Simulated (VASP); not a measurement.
A run of VASP 6.6.1 is set up as follows.

Contents of INCAR:

```
ALGO = Normal
EDIFF = 1E-6
ENCUT = 520
GGA = PE
ISIF = 2
ISMEAR = 0
ISPIN = 2
LASPH = T
LCHARG = F
LMAXMIX = 4
LORBIT = 11
LREAL = F
LWAVE = F
MAGMOM = 2 0 0 0 0 0
NBANDS = 32
NELM = 150
PREC = Accurate
SIGMA = 0.1
```

The input KPOINTS:

```
k-points
0
Gamma
  6 6 4
```

POSCAR

```
NiSbO4
1.0
    3.4719227142      0.0000000000      0.0000000000
    0.0000000000      3.4719227142      0.0000000000
    0.0000000000      0.0000000000      6.2013153697
Ni Sb O
1 1 4
Direct
    0.0000000000      0.0000000000      0.0000000000
    0.5000000000      0.5000000000      0.5000000000
    0.0000000000      0.0000000000      0.6785652996
    0.0000000000      0.0000000000      0.3214347004
    0.5000000000      0.0000000000      0.0000000000
    0.0000000000      0.5000000000      0.0000000000
```

Potentials or basis: VASP PAW PBE potentials, release 64 (Ni, Sb, O).

Command:

```sh
$ cat potpaw_PBE.64/Ni/POTCAR potpaw_PBE.64/Sb/POTCAR potpaw_PBE.64/O/POTCAR > POTCAR
$ mpirun -np 1 vasp_std > vasp.out
```

Question: Predict the pressure.

Answer: 0.1 GPa.

Question: Estimate the largest force.

Answer: 0.112 eV/Å.

Forces in eV/Å, atoms in the order of the input:
```
Ni   0.000  0.000  0.000
Sb   0.000  0.000  0.000
O    0.000  0.000 -0.112
O    0.000  0.000  0.112
O    0.000  0.000  0.000
O    0.000  0.000  0.000
```

Caveat: a cell with one magnetic atom can't hold antiferromagnetic order, which such compounds often take.
